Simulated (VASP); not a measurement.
A run of VASP 6.6.1 is set up as follows.

Contents of INCAR:

```
SYSTEM = RbBr
PREC     = Accurate       ! precision mode
ENCUT    = 520            ! plane-wave cutoff, eV
EDIFF    = 1E-7           ! SCF threshold, eV
ISMEAR   = 0              ! smearing method
SIGMA    = 0.05           ! smearing width, eV
LREAL    = .False.        ! projectors in reciprocal space
LASPH    = .True.         ! aspherical terms in the spheres
NELM     = 60             ! most SCF steps
ALGO     = Normal         ! electronic algorithm
ISIF     = 2              ! what is computed and relaxed
LWAVE    = .False.        ! write WAVECAR
LCHARG   = .False.        ! write CHGCAR
GGA      = PE             ! functional
NBANDS   = 15             ! bands
```

File KPOINTS:

```
Automatic mesh
0
Gamma
  6 6 6
  0 0 0
```

File POSCAR:

```
RbBr
1.0
    0.0000000000      3.3722080732      3.5408184768
    3.3722080732      0.0000000000      3.5408184768
    3.3722080732      3.3722080732      0.0000000000
Rb Br
1 1
Direct
    0.0000000000      0.0000000000      0.0000000000
    0.5000000000      0.5000000000      0.5000000000
```

Potentials or basis: VASP PAW PBE potentials, release 64 (Rb_sv, Br).

Launch:

```sh
$ cat potpaw_PBE.64/Rb_sv/POTCAR potpaw_PBE.64/Br/POTCAR > POTCAR
$ mpirun -np 1 vasp_std > vasp.out
```

(1) Predict the pressure.

(2) Predict the band gap on the k mesh.

Answers

(1) 1.1 GPa.

(2) 4.34 eV, direct.
